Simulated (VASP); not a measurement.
Write the native input for VASP 6.6.1 that does the following.

| Item | Value |
| --- | --- |
| Task | single point |
| Functional | r2SCAN |
| Potentials or basis | VASP PAW PBE potentials, release 64 (Ba_sv, Zr_sv, O) |
| Cutoff | 520 eV |
| k mesh | 6 × 6 × 6 |
| Occupations | gaussian, width 0.05 eV |
| Spin | no spin polarisation |
| Dipole correction | no |
| Further INCAR settings | ALGO = Normal; EDIFF = 1e-07; NBANDS = 28 |

Crystal: BaZrO3.

```xyz
5
Lattice="4.2388 0.0000 0.0000 0.0000 4.2388 0.0000 0.0000 0.0000 4.0692" Properties=species:S:1:pos:R:3 pbc="T T T"
Ba    2.1194    2.1194    2.0346
Zr    0.0000    0.0000    0.0000
O     2.1194    0.0000    0.0000
O     0.0000    2.1194    0.0000
O     0.0000    0.0000    2.0346
```

This cell differs from its parent crystal: ratio of the length along z to the lengths across it x 0.96, volume and fractional coordinates fixed.

The input as run:

POSCAR

```
BaZrO3
1.0
    4.2387879407      0.0000000000      0.0000000000
    0.0000000000      4.2387879407      0.0000000000
    0.0000000000      0.0000000000      4.0692364231
Ba Zr O
1 1 3
Direct
    0.5000000000      0.5000000000      0.5000000000
    0.0000000000      0.0000000000      0.0000000000
    0.5000000000      0.0000000000      0.0000000000
    0.0000000000      0.5000000000      0.0000000000
    0.0000000000      0.0000000000      0.5000000000
```

INCAR.step1

```
SYSTEM = BaZrO3
  ALGO = Normal
  EDIFF = 1E-4
  ENCUT = 520
  GGA = PE
  ISMEAR = 0
  LASPH = .True.
  LCHARG = .False.
  LREAL = .False.
  LWAVE = .True.
  NBANDS = 28
  NELM = 60
  PREC = Accurate
  SIGMA = 0.05
```

INCAR.step2

```
SYSTEM = BaZrO3
  ALGO = Normal
  EDIFF = 1E-7
  ENCUT = 520
  ISIF = 2
  ISMEAR = 0
  ISTART = 1
  LASPH = .True.
  LCHARG = .True.
  LELF = .True.
  LMIXTAU = .True.
  LREAL = .False.
  LVHAR = .True.
  LWAVE = .False.
  METAGGA = R2SCAN
  NBANDS = 28
  NELM = 60
  PREC = Accurate
  SIGMA = 0.05
```

KPOINTS

```
k-points
0
Gamma
  6 6 6
  0 0 0
```

Potentials or basis: VASP PAW PBE potentials, release 64 (Ba_sv, Zr_sv, O).

Command:

```sh
$ cat potpaw_PBE.64/Ba_sv/POTCAR potpaw_PBE.64/Zr_sv/POTCAR potpaw_PBE.64/O/POTCAR > POTCAR
$ cp INCAR.step1 INCAR
$ mpirun -np 1 vasp_std > vasp.out
$ cp INCAR.step2 INCAR
$ mpirun -np 1 vasp_std > vasp.out
```

Results of the run:

```yaml
Pressure: 4.4 GPa
Band_gap_on_the_k_mesh: 3.57 eV, indirect (least direct gap 3.77 eV)
```

Caveat: the PAW data sets were made with another functional, which shifts forces and pressure a little; spin-orbit coupling is left out, which moves the levels of the heavy elements.

Run time: 4.3 min on 1 thread of AMD EPYC 9R45 (Zen 5) (shared host), peak memory 0.2 GiB.
